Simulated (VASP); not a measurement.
# CuO (Cc) in VASP: single point with PBE+U

Aim: the single point of CuO with PBE+U.

All numbers are computed with VASP 6.6.1; they aren't measurements. Logs are shortened: lines on timing, memory, paths and dates and some standing lists are left out, and cuts for length are marked.

## Step 1: The cell of the first run

The structure is monoclinic, space group Cc (No. 9). Conventional cell: a = 4.689 Å, b = 3.427 Å, c = 5.132 Å, α = 90.00°, β = 99.65°, γ = 90.00°. Within 2.5 Å of Cu (site symmetry 1) lie 4 O at 1.91 to 2.02 Å. Within 2.5 Å of O (site symmetry 1) lie 4 Cu at 1.91 to 2.02 Å.

## Step 2: Single point, PBE+U, collinear spin

Contents of INCAR:

```
PREC = Accurate
ENCUT = 600
EDIFF = 1E-6
ISMEAR = 0
SIGMA = 0.1
LREAL = F
LASPH = T
NELM = 200
ALGO = Normal
ISIF = 2
LWAVE = F
LCHARG = F
ISPIN = 2
MAGMOM = 1 1 0 0
LORBIT = 11
LMAXMIX = 4
LDAU = T
LDAUTYPE = 2
LDAUL = 2 -1
LDAUU = 4 0
LDAUJ = 0 0
LDAUPRINT = 1
GGA = PE
NBANDS = 29
GGA_COMPAT = F
```

Contents of KPOINTS:

```
regular mesh
0
Gamma
  6 6 4
```

Contents of POSCAR:

```
CuO
1.0
    2.3446500000     -1.7134000000      0.0000000000
    2.3446500000      1.7134000000      0.0000000000
   -0.8605543552      0.0000000000      5.0594363927
Cu O
2 2
Direct
    0.0032000000      0.4968000000      0.0000000000
    0.4968000000      0.0032000000      0.5000000000
    0.5714000000      0.4056000000      0.2537000000
    0.4056000000      0.5714000000      0.7537000000
```

Potentials or basis: VASP PAW PBE potentials, release 64 (Cu, O).

On the command line:

```console
$ cat potpaw_PBE.64/Cu/POTCAR potpaw_PBE.64/O/POTCAR > POTCAR
$ mpirun -np 1 vasp_std > vasp.out
```

OUTCAR:

```text
PREC = Accurate
   ENCUT = 600
   EDIFF = 1E-6
   ISMEAR = 0
   LREAL = F
   LASPH = T
   NELM = 200
   ISIF = 2
   ISPIN = 2
   LORBIT = 11
   GGA = PE

 ion  position               nearest neighbor table
   1  0.003  0.497  0.000-   4 1.91   3 1.93   4 1.98   3 2.02
   2  0.497  0.003  0.500-   3 1.91   4 1.93   3 1.98   4 2.02
   3  0.571  0.406  0.254-   2 1.91   1 1.93   2 1.98   1 2.02
   4  0.406  0.571  0.754-   1 1.91   2 1.93   1 1.98   2 2.02

  LATTYP: Found a base centered monoclinic cell.
 ALAT       =     4.6893000000
 B/A-ratio  =     0.7307700510
 C/A-ratio  =     1.0944277397
 COS(beta)  =    -0.1676807457

  Lattice vectors:

 A1 = (   2.3446500000,  -1.7134000000,   0.0000000000)
 A2 = (   2.3446500000,   1.7134000000,   0.0000000000)
 A3 = (  -0.8605543552,   0.0000000000,   5.0594363927)

Analysis of symmetry for initial positions (statically):
=====================================================================
 Subroutine PRICEL returns:
 Original cell was already a primitive cell.

 Routine SETGRP: Setting up the symmetry group for a
 base centered monoclinic supercell.

 Subroutine GETGRP returns: Found  2 space group operations
 (whereof  1 operations were pure point group operations)
 out of a pool of  4 trial point group operations.

The static configuration has the point symmetry C_1 .
 The point group associated with its full space group is C_1h.

Analysis of symmetry for dynamics (positions and initial velocities):
=====================================================================
 Subroutine PRICEL returns:
 Original cell was already a primitive cell.

 Routine SETGRP: Setting up the symmetry group for a
 base centered monoclinic supercell.

 Subroutine GETGRP returns: Found  2 space group operations
 (whereof  1 operations were pure point group operations)
 out of a pool of  4 trial point group operations.

The dynamic configuration has the point symmetry C_1 .
 The point group associated with its full space group is C_1h.

Analysis of structural, dynamic, and magnetic symmetry:
=====================================================================
 Subroutine PRICEL returns:
 Original cell was already a primitive cell.

 Routine SETGRP: Setting up the symmetry group for a
 base centered monoclinic supercell.

 Subroutine GETGRP returns: Found  2 space group operations
 (whereof  1 operations were pure point group operations)
 out of a pool of  4 trial point group operations.

The overall configuration has the point symmetry C_1 .
 The point group associated with its full space group is C_1h.

 Subroutine INISYM returns: Found  2 space group operations
 (whereof  1 operations are pure point group operations),
 and found     1 'primitive' translations

----------------------------------------------------------------------------------------

                                     Primitive cell

  volume of cell :      40.6508

  direct lattice vectors                    reciprocal lattice vectors
     2.344650000 -1.713400000  0.000000000     0.213251445 -0.291817439  0.036271720
     2.344650000  1.713400000  0.000000000     0.213251445  0.291817439  0.036271720
    -0.860554355  0.000000000  5.059436393     0.000000000  0.000000000  0.197650474

  length of vectors
     2.903984019  2.903984019  5.132100000     0.363248171  0.363248171  0.197650474

  position of ions in fractional coordinates (direct lattice)
     0.003200000  0.496800000  0.000000000
     0.496800000  0.003200000  0.500000000
     0.571400000  0.405600000  0.253700000
     0.405600000  0.571400000  0.753700000

  ion indices of the primitive-cell ions
   primitive index   ion index
                 1           1
                 2           2
                 3           3
                 4           4

----------------------------------------------------------------------------------------

 KPOINTS: regular mesh

Automatic generation of k-mesh.
 Grid dimensions read from file:
 generate k-points for:    6    6    4

[... 84 lines left out ...]
  volume/ion in A,a.u.               =      10.16        68.58
  Fermi-wavevector in a.u.,A,eV,Ry     =   1.542451  2.914811 32.370388  2.379156
  Thomas-Fermi vector in A             =   2.648254
   LORBIT       =     11    0 simple, 1 ext, 2 COOP (PROOUT), +10 PAW based schemes
 LDA+U is selected, type is set to LDAUTYPE =  2
   angular momentum for each species LDAUL =     2   -1
   U (eV)           for each species LDAUU =   4.0  0.0
   J (eV)           for each species LDAUJ =   0.0  0.0
   GGA     = PE    functional components
   LHFCALC =     F    Hartree Fock is set to
   AEXX    =    0.0000 exact exchange contribution
   IVDW    =     0    specifies the selected vdW correction
   LEPSILON=     F    determine dielectric tensor
   LRPA    =     F    only Hartree local field effects (RPA)
 spin polarized calculation
 Gauss-broadening in eV      SIGMA  =   0.10
  energy-cutoff  :      600.00
  volume of cell :       40.65
 maximum number of plane-waves:      1368
   NGX = 11   NGY = 11   NGZ = 21

atom =   1  type =  1  l = 2

 onsite density matrix

spin component  1

  0.9647 -0.0000  0.0075 -0.0062  0.0016
 -0.0000  0.9901 -0.0003 -0.0239  0.0081
  0.0075 -0.0003  0.9747  0.0006 -0.0013
 -0.0062 -0.0239  0.0006  1.0051 -0.0109
  0.0016  0.0081 -0.0013 -0.0109  0.9775

spin component  2

  0.9492 -0.0400  0.0104  0.0477 -0.0163
 -0.0400  0.7916  0.0035  0.2471 -0.0827
  0.0104  0.0035  0.9697 -0.0046  0.0000
  0.0477  0.2471 -0.0046  0.6167  0.1175
 -0.0163 -0.0827  0.0000  0.1175  0.9264

 occupancies and eigenvectors

  o =  0.3951  v =  0.0000  0.0000  0.0000  0.0000  0.0000 -0.1152 -0.5537  0.0117  0.7817 -0.2626      0.0000  0.0000  0.0000  0.0000  0.0000  0.0000  0.0000  0.0000  0.0000  0.0000
  o =  0.9501  v =  0.0000  0.0000  0.0000  0.0000  0.0000  0.8503  0.1790 -0.4289  0.2232 -0.1052      0.0000  0.0000  0.0000  0.0000  0.0000  0.0000  0.0000  0.0000  0.0000  0.0000
  o =  0.9594  v =  0.8628  0.1645 -0.4323  0.1943 -0.0627  0.0000  0.0000  0.0000  0.0000  0.0000      0.0000  0.0000  0.0000  0.0000  0.0000  0.0000  0.0000  0.0000  0.0000  0.0000
  o =  0.9658  v =  0.0000  0.0000  0.0000  0.0000  0.0000  0.0820  0.0508  0.1429  0.3547  0.9190      0.0000  0.0000  0.0000  0.0000  0.0000  0.0000  0.0000  0.0000  0.0000  0.0000
  o =  0.9671  v =  0.0000  0.0000  0.0000  0.0000  0.0000  0.1487 -0.7829 -0.3243 -0.4432  0.2515      0.0000  0.0000  0.0000  0.0000  0.0000  0.0000  0.0000  0.0000  0.0000  0.0000
  o =  0.9728  v = -0.0470  0.6288  0.3504  0.5788  0.3802  0.0000  0.0000  0.0000  0.0000  0.0000      0.0000  0.0000  0.0000  0.0000  0.0000  0.0000  0.0000  0.0000  0.0000  0.0000
  o =  0.9738  v = -0.1375  0.4689  0.0421  0.0262 -0.8711  0.0000  0.0000  0.0000  0.0000  0.0000      0.0000  0.0000  0.0000  0.0000  0.0000  0.0000  0.0000  0.0000  0.0000  0.0000
  o =  0.9756  v =  0.0000  0.0000  0.0000  0.0000  0.0000  0.4845 -0.2141  0.8308 -0.1298 -0.1105      0.0000  0.0000  0.0000  0.0000  0.0000  0.0000  0.0000  0.0000  0.0000  0.0000
  o =  0.9792  v =  0.4770 -0.1988  0.8298 -0.1512 -0.1468  0.0000  0.0000  0.0000  0.0000  0.0000      0.0000  0.0000  0.0000  0.0000  0.0000  0.0000  0.0000  0.0000  0.0000  0.0000
  o =  1.0269  v = -0.0833 -0.5640  0.0071  0.7770 -0.2668  0.0000  0.0000  0.0000  0.0000  0.0000      0.0000  0.0000  0.0000  0.0000  0.0000  0.0000  0.0000  0.0000  0.0000  0.0000

atom =   2  type =  1  l = 2

 onsite density matrix

spin component  1

  0.9647 -0.0000 -0.0075  0.0062 -0.0016
 -0.0000  0.9901  0.0003  0.0239 -0.0081
 -0.0075  0.0003  0.9747  0.0006 -0.0013
  0.0062  0.0239  0.0006  1.0051 -0.0109
 -0.0016 -0.0081 -0.0013 -0.0109  0.9775

spin component  2

  0.9492 -0.0400 -0.0104 -0.0477  0.0163
 -0.0400  0.7916 -0.0035 -0.2471  0.0827
 -0.0104 -0.0035  0.9697 -0.0046  0.0000
 -0.0477 -0.2471 -0.0046  0.6167  0.1175
  0.0163  0.0827  0.0000  0.1175  0.9264

 occupancies and eigenvectors

  o =  0.3951  v =  0.0000  0.0000  0.0000  0.0000  0.0000  0.1152  0.5537  0.0117  0.7817 -0.2626      0.0000  0.0000  0.0000  0.0000  0.0000  0.0000  0.0000  0.0000  0.0000  0.0000
  o =  0.9501  v =  0.0000  0.0000  0.0000  0.0000  0.0000 -0.8503 -0.1790 -0.4289  0.2232 -0.1052      0.0000  0.0000  0.0000  0.0000  0.0000  0.0000  0.0000  0.0000  0.0000  0.0000
  o =  0.9594  v =  0.8628  0.1645  0.4323 -0.1943  0.0627  0.0000  0.0000  0.0000  0.0000  0.0000      0.0000  0.0000  0.0000  0.0000  0.0000  0.0000  0.0000  0.0000  0.0000  0.0000
  o =  0.9658  v =  0.0000  0.0000  0.0000  0.0000  0.0000 -0.0820 -0.0508  0.1429  0.3547  0.9190      0.0000  0.0000  0.0000  0.0000  0.0000  0.0000  0.0000  0.0000  0.0000  0.0000
  o =  0.9671  v =  0.0000  0.0000  0.0000  0.0000  0.0000 -0.1487  0.7829 -0.3243 -0.4432  0.2515      0.0000  0.0000  0.0000  0.0000  0.0000  0.0000  0.0000  0.0000  0.0000  0.0000
  o =  0.9728  v =  0.0470 -0.6288  0.3504  0.5788  0.3802  0.0000  0.0000  0.0000  0.0000  0.0000      0.0000  0.0000  0.0000  0.0000  0.0000  0.0000  0.0000  0.0000  0.0000  0.0000
  o =  0.9738  v = -0.1375  0.4689 -0.0421 -0.0262  0.8711  0.0000  0.0000  0.0000  0.0000  0.0000      0.0000  0.0000  0.0000  0.0000  0.0000  0.0000  0.0000  0.0000  0.0000  0.0000
  o =  0.9756  v =  0.0000  0.0000  0.0000  0.0000  0.0000 -0.4845  0.2141  0.8308 -0.1298 -0.1105      0.0000  0.0000  0.0000  0.0000  0.0000  0.0000  0.0000  0.0000  0.0000  0.0000
  o =  0.9792  v = -0.4770  0.1988  0.8298 -0.1512 -0.1468  0.0000  0.0000  0.0000  0.0000  0.0000      0.0000  0.0000  0.0000  0.0000  0.0000  0.0000  0.0000  0.0000  0.0000  0.0000
  o =  1.0269  v =  0.0833  0.5640  0.0071  0.7770 -0.2668  0.0000  0.0000  0.0000  0.0000  0.0000      0.0000  0.0000  0.0000  0.0000  0.0000  0.0000  0.0000  0.0000  0.0000  0.0000

 number of electron      33.9999993 magnetization       1.9911340

 Free energy of the ion-electron system (eV)
  ---------------------------------------------------
  ext. energy  EPLUGINS =         0.00000000
  ---------------------------------------------------
  free energy    TOTEN  =       -17.07742611 eV

  energy without entropy =      -17.07655821  energy(sigma->0) =      -17.07699216

 E-fermi :   5.4146     XC(G=0): -11.8482

 val. band max:        5.2943068055   @ k =   0.0000   0.0000   0.0000
 cond. band min:       5.4294305881   @ k =   0.5000   0.5000  -0.0000
 fundamental gap:      0.1351237826
 Fermi energy:         5.4146050641

 spin component 1

 k-point     1 :       0.0000    0.0000    0.0000
  band No.  band energies     occupation
      1     -14.2169      1.00000
      2     -12.8761      1.00000
      3      -2.8462      1.00000
      4      -1.7182      1.00000
      5      -1.3536      1.00000
      6       0.3285      1.00000
[... 1529 lines left out ...]
     28      27.5154      0.00000
     29      27.9408      0.00000

 [... further k-points ...]

------------------------ aborting loop because EDIFF is reached ----------------------------------------

  FORCE on cell =-STRESS in cart. coord.  units (eV):
  Direction    XX          YY          ZZ          XY          YZ          ZX
  --------------------------------------------------------------------------------------
  -------------------------------------------------------------------------------------
  Total        1.0299877      1.2452860      1.2991886      0.0000000      0.0000000     -0.0588932
  in kB       40.5951069     49.0807031     51.2051756      0.0000000      0.0000000     -2.3211703
  external PRESSURE =      46.9603285 kB  Pullay stress =       0.0000000 kB

 VOLUME and BASIS-vectors are now :
 -----------------------------------------------------------------------------
  energy-cutoff  :      600.00
  volume of cell :       40.65
      direct lattice vectors                 reciprocal lattice vectors
     2.344650000 -1.713400000  0.000000000     0.213251445 -0.291817439  0.036271720
     2.344650000  1.713400000  0.000000000     0.213251445  0.291817439  0.036271720
    -0.860554355  0.000000000  5.059436393     0.000000000  0.000000000  0.197650474

 POSITION                                       TOTAL-FORCE (eV/Angst)
 -----------------------------------------------------------------------------------
      1.17233      0.84573      0.00000        -0.691129      0.300551      0.291410
      0.74205     -0.84573      2.52972        -0.691129     -0.300551      0.291410
      2.07240     -0.28408      1.28358         0.691129      0.101864     -0.291410
      1.64212      0.28408      3.81330         0.691129     -0.101864     -0.291410
 -----------------------------------------------------------------------------------
    total drift:                               -0.000317      0.000000      0.000520

  FREE ENERGIE OF THE ION-ELECTRON SYSTEM (eV)
  ---------------------------------------------------
  free  energy   TOTEN  =       -17.0774261076 eV

  energy  without entropy=      -17.0765582054  energy(sigma->0) =      -17.07699216

 total charge

# of ion       s       p       d       tot
------------------------------------------
    1        0.377   0.390   9.145   9.912
    2        0.377   0.390   9.145   9.912
    3        1.554   3.441   0.000   4.995
    4        1.554   3.441   0.000   4.995
--------------------------------------------------
tot          3.863   7.662  18.290  29.815

 magnetization (x)

# of ion       s       p       d       tot
------------------------------------------
    1       -0.003   0.004   0.659   0.659
    2       -0.003   0.004   0.659   0.659
    3        0.019   0.277   0.000   0.296
    4        0.019   0.277   0.000   0.296
--------------------------------------------------
tot          0.032   0.562   1.317   1.912
```

Wall time 2.4 min (1 thread of Oxide Virtual Turin-like, shared host); peak memory 0.21 GiB.

What came out:

```
Free energy                                           : -17.0774 eV
Pressure                                              : 4.7 GPa
Largest force                                         : 0.808 eV/Å
Band gap on the k mesh                                : 0.05 eV (least direct gap 0.08 eV)
Net moment                                            : 1.99 μB per cell
Site moments                                          : Cu +0.66; O +0.30 μB
Valence electrons inside the program's atomic spheres : Cu 9.91; O 5.00
```

Forces on the atoms (eV/Å):
```
Cu  -0.691  0.301  0.291
Cu  -0.691 -0.301  0.291
O    0.691  0.102 -0.291
O    0.691 -0.102 -0.291
```

Eigenvalues of the final occupation matrices:
| site | spin | trace | eigenvalues |
| --- | --- | --- | --- |
| site 1 d | 1 | 4.91 | 0.96 0.97 0.97 0.98 1.03 |
| site 1 d | 2 | 4.25 | 0.40 0.95 0.97 0.97 0.98 |
| site 2 d | 1 | 4.91 | 0.96 0.97 0.97 0.98 1.03 |
| site 2 d | 2 | 4.25 | 0.40 0.95 0.97 0.97 0.98 |

Caveat: the cell stands under pressure; the smearing spreads over this small gap; semilocal functionals underestimate gaps, and a narrow one can read as zero.

The gap in the log of VASP goes by the Fermi energy; the results here count the filled bands.